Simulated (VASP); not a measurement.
# Br (C2/c) in VASP: single point with PBE

Aim: the single point of Br with PBE.

Program: VASP 6.6.1. These are calculated values, not measurements. Logs are shortened: lines on timing, memory, paths and dates and some standing lists are left out, and cuts for length are marked.

**1. The cell of the first run**

Symmetry: C2/c, No. 15, monoclinic system. Conventional cell: a = 6.503 Å, b = 4.482 Å, c = 8.427 Å, α = 90.00°, β = 92.15°, γ = 90.00°. Within 2.7 Å of Br (site symmetry 1) lie 1 Br at 2.01 Å.

**2. Single point, PBE (strained and its atoms moved)**

Input file INCAR:

```
SYSTEM = Br
ALGO = Normal
EDIFF = 1E-6
ENCUT = 520
GGA = PE
ISIF = 2
ISMEAR = 0
LASPH = .True.
LCHARG = .True.
LELF = .True.
LREAL = .False.
LVHAR = .True.
LWAVE = .False.
NBANDS = 22
NELM = 60
PREC = Accurate
SIGMA = 0.02
```

Input file KPOINTS:

```
k-points
0
Gamma
  8 8 4
  0 0 0
```

Input file POSCAR:

```
Br
1.0
    3.2509246500     -2.2410976000     -0.0607970500
    3.2509246500      2.2410976000     -0.0607970500
   -0.1589656000      0.0000000000      8.4251768000
Br
4
Direct
    0.1400347367      0.8320344745      0.0852501479
    0.6679655255      0.3599652633      0.4147498521
    0.8599652633      0.1679655255      0.9147498521
    0.3320344745      0.6400347367      0.5852501479
```

Potentials or basis: VASP PAW PBE potentials, release 64 (Br).

Command:

```
$ cat potpaw_PBE.64/Br/POTCAR > POTCAR
$ mpirun -np 1 vasp_std > vasp.out
```

OUTCAR:

```text
SYSTEM = Br
   EDIFF = 1E-6
   ENCUT = 520
   GGA = PE
   ISIF = 2
   ISMEAR = 0
   LASPH = .True.
   LREAL = .False.
   NELM = 60
   PREC = Accurate

 ion  position               nearest neighbor table
   1  0.140  0.832  0.085-   3 2.01
   2  0.668  0.360  0.415-   4 2.01
   3  0.860  0.168  0.915-   1 2.01
   4  0.332  0.640  0.585-   2 2.01

  LATTYP: Found a base centered monoclinic cell.
 ALAT       =     6.5029861944
 B/A-ratio  =     0.6892518400
 C/A-ratio  =     1.2958164280
 COS(beta)  =    -0.0375561359

  Lattice vectors:

 A1 = (   3.2509246500,  -2.2410976000,  -0.0607970500)
 A2 = (   3.2509246500,   2.2410976000,  -0.0607970500)
 A3 = (  -0.1589656000,   0.0000000000,   8.4251768000)

Analysis of symmetry for initial positions (statically):
=====================================================================
 Subroutine PRICEL returns:
 Original cell was already a primitive cell.

 Routine SETGRP: Setting up the symmetry group for a
 base centered monoclinic supercell.

 Subroutine GETGRP returns: Found  4 space group operations
 (whereof  2 operations were pure point group operations)
 out of a pool of  4 trial point group operations.

The static configuration has the point symmetry S_2 .
 The point group associated with its full space group is C_2h.

Analysis of symmetry for dynamics (positions and initial velocities):
=====================================================================
 Subroutine PRICEL returns:
 Original cell was already a primitive cell.

 Routine SETGRP: Setting up the symmetry group for a
 base centered monoclinic supercell.

 Subroutine GETGRP returns: Found  4 space group operations
 (whereof  2 operations were pure point group operations)
 out of a pool of  4 trial point group operations.

The dynamic configuration has the point symmetry S_2 .
 The point group associated with its full space group is C_2h.

 Subroutine INISYM returns: Found  4 space group operations
 (whereof  2 operations are pure point group operations),
 and found     1 'primitive' translations

----------------------------------------------------------------------------------------

                                     Primitive cell

  volume of cell :     122.7223

  direct lattice vectors                    reciprocal lattice vectors
     3.250924650 -2.241097600 -0.060797050     0.153856685 -0.223104964  0.002902956
     3.250924650  2.241097600 -0.060797050     0.153856685  0.223104964  0.002902956
    -0.158965600  0.000000000  8.425176800     0.002220495  0.000000000  0.118733767

  length of vectors
     3.949015803  3.949015803  8.426676342     0.271027917  0.271027917  0.118754529

  position of ions in fractional coordinates (direct lattice)
     0.140034737  0.832034474  0.085250148
     0.667965526  0.359965263  0.414749852
     0.859965263  0.167965526  0.914749852
     0.332034474  0.640034737  0.585250148

  ion indices of the primitive-cell ions
   primitive index   ion index
                 1           1
                 2           2
                 3           3
                 4           4

----------------------------------------------------------------------------------------

 KPOINTS: k-points

Automatic generation of k-mesh.
 Grid dimensions read from file:
 generate k-points for:    8    8    4

 Generating k-lattice:

  Cartesian coordinates                     Fractional coordinates (reciprocal lattice)
     0.019232086 -0.027888121  0.000362870     0.125000000 -0.000000000 -0.000000000
     0.019232086  0.027888121  0.000362870    -0.000000000  0.125000000 -0.000000000
     0.000555124  0.000000000  0.029683442     0.000000000  0.000000000  0.250000000

  Length of vectors
     0.033878490  0.033878490  0.029688632

  Shift w.r.t. Gamma in fractional coordinates (k-lattice)
     0.000000000  0.000000000  0.000000000

 Subroutine IBZKPT returns following result:
 ===========================================

 Found     78 irreducible k-points:

 Following reciprocal coordinates:
            Coordinates               Weight
  0.000000  0.000000  0.000000      1.000000
  0.125000 -0.000000  0.000000      4.000000
  0.250000 -0.000000  0.000000      4.000000
  0.375000  0.000000  0.000000      4.000000
  0.500000 -0.000000  0.000000      2.000000
  0.125000  0.125000  0.000000      2.000000
[... 16 lines left out ...]
  0.125000  0.000000  0.250000      4.000000
  0.250000 -0.000000  0.250000      4.000000
 [... further k-points ...]
   k-points           NKPTS =     78   k-points in BZ     NKDIM =     78   number of bands    NBANDS=     22
   number of dos      NEDOS =    301   number of ions     NIONS =      4
   total plane-waves  NPLWV =  57600
   dimension x,y,z NGX =    30 NGY =   30 NGZ =   64
   dimension x,y,z NGXF=    60 NGYF=   60 NGZF=  128
   ions per type =               4
   NGX,Y,Z   is equivalent  to a cutoff of  12.63, 12.63, 12.63 a.u.
   NGXF,Y,Z  is equivalent  to a cutoff of  25.26, 25.26, 25.25 a.u.
 SYSTEM =  Br
   PREC   = accura    normal or accurate (medium, high low for compatibility)
   ISTART =      0    job   : 0-new  1-cont  2-samecut
   ICHARG =      2    charge: 1-file 2-atom 10-const
   ISPIN  =      1    spin polarized calculation?
   LNONCOLLINEAR =      F non collinear calculations
   LSORBIT =      F    spin-orbit coupling
   LASPH  =      T    aspherical Exc in radial PAW
   ENCUT  =  520.0 eV  38.22 Ry    6.18 a.u.   7.34  7.34 15.67*2*pi/ulx,y,z
   NELM   =     60;   NELMIN=  2; NELMDL= -5     # of ELM steps
   EDIFF  = 0.1E-05   stopping-criterion for ELM
   LREAL  =      F    real-space projection
   EDIFFG = 0.1E-04   stopping-criterion for IOM
   NSW    =      0    number of steps for IOM
   IBRION =     -1    ionic relax: 0-MD 1-quasi-New 2-CG
   NFREE  =      0    steps in history (QN), initial steepest desc. (CG)
   ISIF   =      2    stress and relaxation
   ISYM   =      2    0-nonsym 1-usesym 2-fastsym
   POTIM  = 0.5000    time-step for ionic-motion
   TEBEG  =    0.0;   TEEND  =   0.0 temperature during run
   PSTRESS=    0.0 pullay stress
   NELECT =      28.0000    total number of electrons
   NUPDOWN=      -1.0000    fix difference up-down
   EMIN   =  10.00;   EMAX   =-10.00  energy-range for DOS
   EFERMI =   0.00;   METHOD = LEGACY
   ISMEAR =     0;   SIGMA  =   0.02  broadening in eV -4-tet -1-fermi 0-gaus
   EFERMI_NEDOS =   21; number of points for ismear=-14 and -15
   IALGO  =     38    algorithm
   IMIX   =      4    mixing-type and parameters
     AMIX     =   0.40;   BMIX     =  1.00
     AMIX_MAG =   1.60;   BMIX_MAG =  1.00
  volume/ion in A,a.u.               =      30.68       207.04
  Fermi-wavevector in a.u.,A,eV,Ry     =   1.000352  1.890392 13.615418  1.000705
  Thomas-Fermi vector in A             =   2.132703
   LORBIT       =      0    0 simple, 1 ext, 2 COOP (PROOUT), +10 PAW based schemes
   GGA     = PE    functional components
   LHFCALC =     F    Hartree Fock is set to
   AEXX    =    0.0000 exact exchange contribution
   IVDW    =     0    specifies the selected vdW correction
   LEPSILON=     F    determine dielectric tensor
   LRPA    =     F    only Hartree local field effects (RPA)
 non-spin polarized calculation
 Gauss-broadening in eV      SIGMA  =   0.02
  energy-cutoff  :      520.00
  volume of cell :      122.72
 maximum number of plane-waves:      3324
 NGX is ok and might be reduce to    30
   NGX = 15   NGY = 15   NGZ = 31

 number of electron      27.9999999 magnetization

 Free energy of the ion-electron system (eV)
  ---------------------------------------------------
  ext. energy  EPLUGINS =         0.00000000
  ---------------------------------------------------
  free energy    TOTEN  =        -3.76658576 eV

  energy without entropy =       -3.76658576  energy(sigma->0) =       -3.76658576

 E-fermi :   1.3792     XC(G=0):  -8.1891

 val. band max:        1.2422632181   @ k =   0.5000  -0.0000   0.5000
 cond. band min:       3.7836201123   @ k =  -0.1250   0.1250   0.0000
 fundamental gap:      2.5413568942
 Fermi energy:         1.3791599991

 k-point     1 :       0.0000    0.0000    0.0000
  band No.  band energies     occupation
      1     -17.2578      2.00000
      2     -17.1166      2.00000
      3     -11.8394      2.00000
      4     -11.3520      2.00000
      5      -5.0206      2.00000
      6      -4.3173      2.00000
[... 14 lines left out ...]
     21      10.2248      0.00000
     22      10.3250      0.00000

 k-point     2 :       0.1250   -0.0000    0.0000
  band No.  band energies     occupation
      1     -17.2222      2.00000
      2     -17.0901      2.00000
      3     -11.8487      2.00000
      4     -11.4089      2.00000
      5      -5.0564      2.00000
      6      -4.3121      2.00000
[... 14 lines left out ...]
     21       9.7079      0.00000
     22      10.0317      0.00000

 k-point     3 :       0.2500   -0.0000    0.0000
  band No.  band energies     occupation
      1     -17.1324      2.00000
      2     -17.0254      2.00000
      3     -11.8753      2.00000
      4     -11.5520      2.00000
      5      -5.1003      2.00000
      6      -4.3006      2.00000
[... 14 lines left out ...]
     21       9.5306      0.00000
     22      10.7205      0.00000

 k-point     4 :       0.3750    0.0000    0.0000
  band No.  band energies     occupation
      1     -17.0353      2.00000
      2     -16.9607      2.00000
      3     -11.9072      2.00000
      4     -11.7046      2.00000
      5      -5.0214      2.00000
      6      -4.4047      2.00000
[... 14 lines left out ...]
     21       9.7516      0.00000
     22      11.1433      0.00000

 k-point     5 :       0.5000   -0.0000    0.0000
  band No.  band energies     occupation
      1     -16.9915      2.00000
      2     -16.9350      2.00000
      3     -11.9212      2.00000
      4     -11.7716      2.00000
      5      -4.7903      2.00000
      6      -4.7056      2.00000
[... 14 lines left out ...]
     21       9.6796      0.00000
     22      10.6242      0.00000

 k-point     6 :       0.1250    0.1250    0.0000
  band No.  band energies     occupation
      1     -17.2189      2.00000
      2     -17.0825      2.00000
      3     -11.8265      2.00000
      4     -11.3677      2.00000
      5      -5.0203      2.00000
      6      -4.3644      2.00000
[... 14 lines left out ...]
     21       9.7278      0.00000
     22       9.8863      0.00000

 k-point     7 :       0.2500    0.1250    0.0000
  band No.  band energies     occupation
      1     -17.1544      2.00000
      2     -17.0307      2.00000
      3     -11.8292      2.00000
      4     -11.4384      2.00000
      5      -5.0485      2.00000
      6      -4.3830      2.00000
[... 324 lines left out ...]
      6      -4.4948      2.00000
[... 14 lines left out ...]
     21      10.4660      0.00000
     22      11.0980      0.00000

 k-point    21 :       0.5000    0.5000    0.0000
  band No.  band energies     occupation
      1     -16.9798      2.00000
      2     -16.8750      2.00000
      3     -11.7591      2.00000
      4     -11.4663      2.00000
      5      -4.8397      2.00000
      6      -4.4933      2.00000
[... 14 lines left out ...]
     21       9.6372      0.00000
     22      12.3815      0.00000

 k-point    22 :      -0.0000   -0.0000    0.2500
  band No.  band energies     occupation
      1     -17.2380      2.00000
      2     -17.1382      2.00000
      3     -11.7701      2.00000
      4     -11.4258      2.00000
      5      -4.9390      2.00000
      6      -4.4554      2.00000
[... 14 lines left out ...]
     21       9.8179      0.00000
     22      10.2877      0.00000

 k-point    23 :       0.1250    0.0000    0.2500
  band No.  band energies     occupation
      1     -17.2035      2.00000
      2     -17.1104      2.00000
      3     -11.7873      2.00000
      4     -11.4735      2.00000
      5      -4.9861      2.00000
      6      -4.4397      2.00000
[... 14 lines left out ...]
     21       9.7045      0.00000
     22       9.9985      0.00000

 k-point    24 :       0.2500   -0.0000    0.2500
  band No.  band energies     occupation
      1     -17.1182      2.00000
      2     -17.0406      2.00000
      3     -11.8350      2.00000
      4     -11.5937      2.00000
      5      -5.0268      2.00000
      6      -4.4177      2.00000
[... 14 lines left out ...]
     21       9.6310      0.00000
     22      10.3219      0.00000

 [... further k-points ...]

------------------------ aborting loop because EDIFF is reached ----------------------------------------

  FORCE on cell =-STRESS in cart. coord.  units (eV):
  Direction    XX          YY          ZZ          XY          YZ          ZX
  --------------------------------------------------------------------------------------
  -------------------------------------------------------------------------------------
  Total        2.3781270     18.9591956     19.2694184      0.0000000      0.0000000     -1.8904199
  in kB       31.0471827    247.5181603    251.5682147      0.0000000      0.0000000    -24.6800169
  external PRESSURE =     176.7111859 kB  Pullay stress =       0.0000000 kB

 VOLUME and BASIS-vectors are now :
 -----------------------------------------------------------------------------
  energy-cutoff  :      520.00
  volume of cell :      122.72
      direct lattice vectors                 reciprocal lattice vectors
     3.250924650 -2.241097600 -0.060797050     0.153856685 -0.223104964  0.002902956
     3.250924650  2.241097600 -0.060797050     0.153856685  0.223104964  0.002902956
    -0.158965600  0.000000000  8.425176800     0.002220495  0.000000000  0.118733767

 POSITION                                       TOTAL-FORCE (eV/Angst)
 -----------------------------------------------------------------------------------
      3.14657      1.55084      0.65915        -0.592784     -5.672850      6.584840
      3.27579     -0.69026      3.43185         0.592784     -5.672850     -6.584840
      3.19631     -1.55084      7.64443         0.592784      5.672850     -6.584840
      3.06709      0.69026      4.87174        -0.592784      5.672850      6.584840
 -----------------------------------------------------------------------------------
    total drift:                               -0.000000     -0.000000      0.000000

  FREE ENERGIE OF THE ION-ELECTRON SYSTEM (eV)
  ---------------------------------------------------
  free  energy   TOTEN  =        -3.7665857628 eV

  energy  without entropy=       -3.7665857628  energy(sigma->0) =       -3.76658576
```

Wall time 1.8 min (1 thread of AMD EPYC 9R45 (Zen 5), shared host); peak memory 0.28 GiB.

Results:

```yaml
Free_energy: -3.7666 eV
Pressure: 17.7 GPa
Largest_force: 8.712 eV/Å
Band_gap_on_the_k_mesh: 2.54 eV (least direct gap 3.08 eV)
```

Forces on the atoms (eV/Å):
```
Br  -0.593 -5.673  6.585
Br   0.593 -5.673 -6.585
Br   0.593  5.673 -6.585
Br  -0.593  5.673  6.585
```

Caveat: the cell differs from its parent crystal (strained and its atoms moved); the cell stands under pressure; this functional lacks dispersion, which holds the molecules together, so the pressure and a relaxed volume are unreliable; forces of over 1 eV/Å act on the atoms, so gaps and moduli don't describe the material at rest. A k mesh can miss the band edges.
